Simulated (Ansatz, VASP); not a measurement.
## Two plane-wave programs on Li3P2

```
Li P
1.0
     4.20138    0.00000    0.00000
    -2.10069    3.63850    0.00000
     0.00000    0.00000    5.13682
Li P
3 2
Cartesian
  0.0000 0.0000 0.0000
  0.0000 2.4257 3.5127
  2.1007 1.2128 1.6241
  0.0000 2.4257 1.0188
  2.1007 1.2128 4.1181
```

Alike in both runs: functional PBE; k mesh 6 × 6 × 4; occupations gaussian, width 0.1 eV; no spin polarisation.

Ansatz relaxed the structure, and its values are those at the end. VASP's run is a single point on that final structure, the one shown.

```csv
,VASP,Ansatz
version,VASP 6.6.1,Ansatz 0.2.0
potentials or method,"VASP PAW PBE potentials, release 64 (Li_sv, P), cutoff 520 eV","scalar-relativistic, plane waves, PAW"
valence electrons in the cell,19,19
```

VASP gave:

- gap on the k mesh at the Fermi level (eV): none
- rms of the force components (eV/Å): 0.007

Question: Estimate Ansatz's values.

Answer: gap on the k mesh at the Fermi level (eV): none; rms of the force components (eV/Å): 0.009.

A gap of «none» marks a metal or a gap that the smearing closes. The functional is the same, so the differences come from potentials, cutoffs and numerics.

Noted on VASP's run: the cutoff is under 1.25 times that of the potentials, so the pressure is a little rough.
